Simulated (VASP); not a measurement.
# SnO (P1) in VASP: single point with PBEsol

Aim: the single point of SnO with PBEsol.

All numbers are computed with VASP 6.6.1; they aren't measurements. Logs are shortened: lines on timing, memory, paths and dates and some standing lists are left out, and cuts for length are marked.

### Step 1. The cell of the first run

The typed cell holds 4 atoms: a = 3.493 Å, b = 5.326 Å, c = 3.987 Å, α = 90.98°, β = 91.85°, γ = 87.21°.

### Step 2. Single point, PBEsol (atoms moved at random and the cell strained at random)

INCAR

```
SYSTEM = SnO
  PREC = Accurate
  ENCUT = 520
  EDIFF = 1E-6
  ISMEAR = 0
  SIGMA = 0.05
  LREAL = .FALSE.
  LASPH = .TRUE.
  NELM = 80
  ALGO = Normal
  ISIF = 2
  LWAVE = .FALSE.
  LCHARG = .FALSE.
  GGA = PS
  NBANDS = 28
```

KPOINTS

```
regular mesh
0
G
  8 6 6
  0 0 0
```

POSCAR

```
SnO
1.0
    3.4917702208      0.0804322825     -0.0532063865
    0.1360299421      5.3239080556     -0.0446485267
   -0.0669554196     -0.0332219396      3.9862750808
Sn O
2 2
Direct
    0.0009847205      0.2310928173      0.5096878104
    0.4699251974      0.7601359273      0.0141900323
    0.0237450187      0.9002488736      0.7390723372
    0.5053450633      0.1085223818      0.2370518201
```

Potentials or basis: VASP PAW PBE potentials, release 64 (Sn_d, O).

Command:

```
$ cat potpaw_PBE.64/Sn_d/POTCAR potpaw_PBE.64/O/POTCAR > POTCAR
$ mpirun -np 1 vasp_std > vasp.out
```

OUTCAR:

```text
SYSTEM = SnO
   PREC = Accurate
   ENCUT = 520
   EDIFF = 1E-6
   ISMEAR = 0
   LREAL = .FALSE.
   LASPH = .TRUE.
   NELM = 80
   ISIF = 2
   GGA = PS

 ion  position               nearest neighbor table
   1  0.001  0.231  0.510-   3 2.00   4 2.14   4 2.17   2 3.54   2 3.55   2 3.70
   2  0.470  0.760  0.014-   3 2.00   4 2.05   3 2.41   1 3.54   1 3.55   1 3.70
   3  0.024  0.900  0.739-   1 2.00   2 2.00   2 2.41
   4  0.505  0.109  0.237-   2 2.05   1 2.14   1 2.17

  LATTYP: Found a triclinic cell.
 ALAT       =     7.5265091202
 B/A-ratio  =     1.2639003704
 C/A-ratio  =     0.4641064872
 COS(alpha) =     0.0002544241
 COS(beta)  =     0.4814895086
 COS(gamma) =     0.8250668830

  Lattice vectors:

 A1 = (   3.5608447433,   5.3711183985,   3.8884201676)
 A2 = (   0.0021191029,   5.2574641764,   7.9279016349)
 A3 = (   3.4917702208,   0.0804322825,  -0.0532063865)

Analysis of symmetry for initial positions (statically):
=====================================================================
 Subroutine PRICEL returns:
 Original cell was already a primitive cell.

 Routine SETGRP: Setting up the symmetry group for a
 triclinic supercell.

 Subroutine GETGRP returns: Found  1 space group operations
 (whereof  1 operations were pure point group operations)
 out of a pool of  2 trial point group operations.

The static configuration has the point symmetry C_1 .

Analysis of symmetry for dynamics (positions and initial velocities):
=====================================================================
 Subroutine PRICEL returns:
 Original cell was already a primitive cell.

 Routine SETGRP: Setting up the symmetry group for a
 triclinic supercell.

 Subroutine GETGRP returns: Found  1 space group operations
 (whereof  1 operations were pure point group operations)
 out of a pool of  2 trial point group operations.

The dynamic configuration has the point symmetry C_1 .

 Subroutine INISYM returns: Found  1 space group operations
 (whereof  1 operations are pure point group operations),
 and found     1 'primitive' translations

----------------------------------------------------------------------------------------

                                     Primitive cell

  volume of cell :      74.0370

  direct lattice vectors                    reciprocal lattice vectors
     3.491770221  0.080432282 -0.053206387     0.286627901 -0.007283697  0.004753639
     0.136029942  5.323908056 -0.044648527    -0.004306731  0.187954514  0.001494090
    -0.066955420 -0.033221940  3.986275081     0.003777498  0.002007978  0.250940944

  length of vectors
     3.493101709  5.325832763  3.986975764     0.286759835  0.188009786  0.250977407

  position of ions in fractional coordinates (direct lattice)
     0.000984720  0.231092817  0.509687810
     0.469925197  0.760135927  0.014190032
     0.023745019  0.900248874  0.739072337
     0.505345063  0.108522382  0.237051820

  ion indices of the primitive-cell ions
   primitive index   ion index
                 1           1
                 2           2
                 3           3
                 4           4

----------------------------------------------------------------------------------------

 KPOINTS: regular mesh

Automatic generation of k-mesh.
 Grid dimensions read from file:
 generate k-points for:    8    6    6

 Generating k-lattice:

  Cartesian coordinates                     Fractional coordinates (reciprocal lattice)
     0.035828488 -0.000910462  0.000594205     0.125000000  0.000000000  0.000000000
    -0.000717789  0.031325752  0.000249015     0.000000000  0.166666667  0.000000000
     0.000629583  0.000334663  0.041823491     0.000000000  0.000000000  0.166666667

  Length of vectors
     0.035844979  0.031334964  0.041829568

  Shift w.r.t. Gamma in fractional coordinates (k-lattice)
     0.000000000  0.000000000  0.000000000

 Subroutine IBZKPT returns following result:
 ===========================================

 Found    148 irreducible k-points:

 Following reciprocal coordinates:
            Coordinates               Weight
  0.000000  0.000000  0.000000      1.000000
  0.125000  0.000000  0.000000      2.000000
  0.250000  0.000000  0.000000      2.000000
  0.375000  0.000000  0.000000      2.000000
  0.500000  0.000000  0.000000      1.000000
  0.000000  0.166667  0.000000      2.000000
[... 16 lines left out ...]
  0.125000  0.500000  0.000000      2.000000
  0.250000  0.500000  0.000000      2.000000
 [... further k-points ...]
   k-points           NKPTS =    148   k-points in BZ     NKDIM =    148   number of bands    NBANDS=     28
   number of dos      NEDOS =    301   number of ions     NIONS =      4
   total plane-waves  NPLWV =  33600
   dimension x,y,z NGX =    28 NGY =   40 NGZ =   30
   dimension x,y,z NGXF=    56 NGYF=   80 NGZF=   60
   ions per type =               2   2
   NGX,Y,Z   is equivalent  to a cutoff of  13.33, 12.49, 12.51 a.u.
   NGXF,Y,Z  is equivalent  to a cutoff of  26.65, 24.97, 25.02 a.u.
 SYSTEM =  SnO
   PREC   = accura    normal or accurate (medium, high low for compatibility)
   ISTART =      0    job   : 0-new  1-cont  2-samecut
   ICHARG =      2    charge: 1-file 2-atom 10-const
   ISPIN  =      1    spin polarized calculation?
   LNONCOLLINEAR =      F non collinear calculations
   LSORBIT =      F    spin-orbit coupling
   LASPH  =      T    aspherical Exc in radial PAW
   ENCUT  =  520.0 eV  38.22 Ry    6.18 a.u.   6.49  9.90  7.41*2*pi/ulx,y,z
   NELM   =     80;   NELMIN=  2; NELMDL= -5     # of ELM steps
   EDIFF  = 0.1E-05   stopping-criterion for ELM
   LREAL  =      F    real-space projection
   EDIFFG = 0.1E-04   stopping-criterion for IOM
   NSW    =      0    number of steps for IOM
   IBRION =     -1    ionic relax: 0-MD 1-quasi-New 2-CG
   NFREE  =      0    steps in history (QN), initial steepest desc. (CG)
   ISIF   =      2    stress and relaxation
   ISYM   =      2    0-nonsym 1-usesym 2-fastsym
   POTIM  = 0.5000    time-step for ionic-motion
   TEBEG  =    0.0;   TEEND  =   0.0 temperature during run
   PSTRESS=    0.0 pullay stress
   NELECT =      40.0000    total number of electrons
   NUPDOWN=      -1.0000    fix difference up-down
   EMIN   =  10.00;   EMAX   =-10.00  energy-range for DOS
   EFERMI =   0.00;   METHOD = LEGACY
   ISMEAR =     0;   SIGMA  =   0.05  broadening in eV -4-tet -1-fermi 0-gaus
   EFERMI_NEDOS =   21; number of points for ismear=-14 and -15
   IALGO  =     38    algorithm
   IMIX   =      4    mixing-type and parameters
     AMIX     =   0.40;   BMIX     =  1.00
     AMIX_MAG =   1.60;   BMIX_MAG =  1.00
  volume/ion in A,a.u.               =      18.51       124.91
  Fermi-wavevector in a.u.,A,eV,Ry     =   1.333353  2.519672 24.188851  1.777830
  Thomas-Fermi vector in A             =   2.462218
   LORBIT       =      0    0 simple, 1 ext, 2 COOP (PROOUT), +10 PAW based schemes
   GGA     = PS    functional components
   LHFCALC =     F    Hartree Fock is set to
   AEXX    =    0.0000 exact exchange contribution
   IVDW    =     0    specifies the selected vdW correction
   LEPSILON=     F    determine dielectric tensor
   LRPA    =     F    only Hartree local field effects (RPA)
 non-spin polarized calculation
 Gauss-broadening in eV      SIGMA  =   0.05
  energy-cutoff  :      520.00
  volume of cell :       74.04
 maximum number of plane-waves:      2010
 NGX is ok and might be reduce to    28
   NGX = 13   NGY = 19   NGZ = 15

 number of electron      39.9999997 magnetization

 Free energy of the ion-electron system (eV)
  ---------------------------------------------------
  ext. energy  EPLUGINS =         0.00000000
  ---------------------------------------------------
  free energy    TOTEN  =       -23.48358491 eV

  energy without entropy =      -23.48358491  energy(sigma->0) =      -23.48358491

 E-fermi :   6.3519     XC(G=0): -10.1928

 val. band max:        6.0878754166   @ k =   0.0000   0.0000   0.0000
 cond. band min:       6.9929201276   @ k =   0.3750   0.5000   0.0000
 fundamental gap:      0.9050447110
 Fermi energy:         6.3519242511

 k-point     1 :       0.0000    0.0000    0.0000
  band No.  band energies     occupation
      1     -15.7707      2.00000
      2     -15.2921      2.00000
      3     -15.1969      2.00000
      4     -15.1227      2.00000
      5     -15.0840      2.00000
      6     -15.0655      2.00000
[... 20 lines left out ...]
     27      14.6479      0.00000
     28      15.6390      0.00000

 k-point     2 :       0.1250    0.0000    0.0000
  band No.  band energies     occupation
      1     -15.7675      2.00000
      2     -15.3348      2.00000
      3     -15.1834      2.00000
      4     -15.1168      2.00000
      5     -15.0856      2.00000
      6     -15.0738      2.00000
[... 20 lines left out ...]
     27      14.6956      0.00000
     28      15.6734      0.00000

 k-point     3 :       0.2500    0.0000    0.0000
  band No.  band energies     occupation
      1     -15.7614      2.00000
      2     -15.4378      2.00000
      3     -15.1558      2.00000
      4     -15.1184      2.00000
      5     -15.0864      2.00000
      6     -15.0634      2.00000
[... 20 lines left out ...]
     27      14.2864      0.00000
     28      15.5868      0.00000

 k-point     4 :       0.3750    0.0000    0.0000
  band No.  band energies     occupation
      1     -15.7555      2.00000
      2     -15.5373      2.00000
      3     -15.1451      2.00000
      4     -15.1119      2.00000
      5     -15.0800      2.00000
      6     -15.0606      2.00000
[... 578 lines left out ...]
     27      15.0515      0.00000
     28      16.3537      0.00000

 k-point    23 :       0.1250    0.5000    0.0000
  band No.  band energies     occupation
      1     -15.7563      2.00000
      2     -15.3347      2.00000
      3     -15.1844      2.00000
      4     -15.1167      2.00000
      5     -15.0837      2.00000
      6     -15.0698      2.00000
[... 20 lines left out ...]
     27      14.5872      0.00000
     28      16.4838      0.00000

 k-point    24 :       0.2500    0.5000    0.0000
  band No.  band energies     occupation
      1     -15.7584      2.00000
      2     -15.4423      2.00000
      3     -15.1557      2.00000
      4     -15.1150      2.00000
      5     -15.0784      2.00000
      6     -15.0629      2.00000
[... 20 lines left out ...]
     27      15.1750      0.00000
     28      15.9672      0.00000

 [... further k-points ...]

------------------------ aborting loop because EDIFF is reached ----------------------------------------

  FORCE on cell =-STRESS in cart. coord.  units (eV):
  Direction    XX          YY          ZZ          XY          YZ          ZX
  --------------------------------------------------------------------------------------
  -------------------------------------------------------------------------------------
  Total        0.0542378      4.4381799      1.7584254     -1.2252421     -0.4692070      1.6109150
  in kB        1.1737167     96.0431711     38.0527053    -26.5145045    -10.1537411     34.8605489
  external PRESSURE =      45.0898644 kB  Pullay stress =       0.0000000 kB

 VOLUME and BASIS-vectors are now :
 -----------------------------------------------------------------------------
  energy-cutoff  :      520.00
  volume of cell :       74.04
      direct lattice vectors                 reciprocal lattice vectors
     3.491770221  0.080432282 -0.053206387     0.286627901 -0.007283697  0.004753639
     0.136029942  5.323908056 -0.044648527    -0.004306731  0.187954514  0.001494090
    -0.066955420 -0.033221940  3.986275081     0.003777498  0.002007978  0.250940944

 POSITION                                       TOTAL-FORCE (eV/Angst)
 -----------------------------------------------------------------------------------
      0.00075      1.21346      2.02139        -0.031268      1.602217     -0.270207
      1.74332      4.08422     -0.00238         1.303625     -1.042936      0.155681
      0.15589      4.77020      2.90469        -1.124768     -0.812336     -0.034136
      1.76344      0.61053      0.91322        -0.147588      0.253055      0.148662
 -----------------------------------------------------------------------------------
    total drift:                                0.000143      0.000107      0.001166

  FREE ENERGIE OF THE ION-ELECTRON SYSTEM (eV)
  ---------------------------------------------------
  free  energy   TOTEN  =       -23.4835849115 eV

  energy  without entropy=      -23.4835849115  energy(sigma->0) =      -23.48358491
```

Run time: 6.6 min. Hardware: 1 thread of Intel Xeon 8259CL, shared host; peak memory 0.35 GiB.

Results:

```
Free energy            : -23.4836 eV
Pressure               : 4.5 GPa
Largest force          : 1.677 eV/Å
Band gap on the k mesh : 0.91 eV (least direct gap 1.92 eV)
```

Forces in eV/Å, atoms in the order of the input:
```
Sn  -0.031  1.602 -0.270
Sn   1.304 -1.043  0.156
O   -1.125 -0.812 -0.034
O   -0.148  0.253  0.149
```

Stress tensor (GPa, compression positive):
```
 0.12 -2.65  3.49
-2.65  9.60 -1.02
 3.49 -1.02  3.81
```

Levels at points of the mesh, in eV from the valence-band top:
```
           k point  band 16  band 17  band 18  band 19  band 20  band 21  band 22  band 23  band 24  band 25
(0.00, 0.00, 0.00)    -4.88    -4.29    -3.37    -2.65     0.00     1.97     2.94     5.52     5.87     6.98
(0.50, 0.00, 0.00)    -5.09    -3.42    -3.36    -2.11    -1.84     2.26     2.79     5.52     5.79     6.01
(0.00, 0.50, 0.00)    -4.77    -3.95    -3.36    -2.22    -1.96     2.98     3.55     4.68     4.82     5.79
(0.50, 0.50, 0.00)    -4.87    -3.58    -3.42    -1.76    -1.34     1.62     1.93     5.77     6.23     7.14
(0.00, 0.00, 0.50)    -4.23    -4.16    -4.01    -2.43    -2.15     1.89     2.06     5.42     5.54     6.97
(0.50, 0.00, 0.50)    -4.68    -3.81    -3.64    -1.85    -1.48     1.37     1.52     3.73     4.51     6.83
(0.00, 0.50, 0.50)    -4.13    -3.87    -3.68    -1.99    -1.70     1.47     1.57     5.56     5.86     6.85
(0.50, 0.50, 0.50)    -4.92    -4.15    -4.07    -0.93    -0.71     1.39     1.99     3.95     4.23     5.53
```

Caveat: the cell differs from its parent crystal (atoms moved at random and the cell strained at random); the stress differs along the axes, from 0 to 10 GPa; the PAW data sets were made with another functional, which shifts forces and pressure a little; spin-orbit coupling is left out, which moves the levels of the heavy elements.
